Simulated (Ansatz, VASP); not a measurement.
# Two plane-wave programs on Al3Cu

```xyz
4
Lattice="2.7784 0.0000 0.0000 0.0000 2.7784 0.0000 0.0000 0.0000 7.5134" Properties=species:S:1:pos:R:3 pbc="T T T"
Al    0.0000    0.0000    3.7567
Al    1.3892    1.3892    1.6989
Al    1.3892    1.3892    5.8145
Cu    0.0000    0.0000    0.0000
```

Alike in both runs: task relaxation of cell and atoms; functional r2SCAN; k mesh 4 × 4 × 2; occupations gaussian, width 0.1 eV; no spin polarisation.

|  | VASP | Ansatz |
| --- | --- | --- |
| version | VASP 6.6.1 | Ansatz 0.2.0 |
| potentials or method | VASP PAW PBE potentials, release 64 (Al, Cu), cutoff 600 eV | scalar-relativistic, plane waves, PAW |
| valence electrons in the cell | 20 | 28 |

Ansatz gave:

| Quantity | Value |
| --- | --- |
| gap on the k mesh at the Fermi level, each at its own relaxed structure (eV) | none |
| relaxed volume (Å³/atom) | 14.46 |
| relaxed cell length with the largest relative difference (Å) | 6.633 |

Question: What did VASP give for the same quantities?

Answer: gap on the k mesh at the Fermi level, each at its own relaxed structure (eV): none; relaxed volume (Å³/atom): 14.44; relaxed cell length with the largest relative difference (Å): 6.629.

VASP's potentials were made for PBE, not for r2SCAN. A gap of «none» marks a metal or a gap that the smearing closes. VASP's potentials hold 20 valence electrons a cell and Ansatz's 28, so a difference there can come from the potentials and not from the codes.

The k mesh is coarse, so the values compare programs but aren't converged.
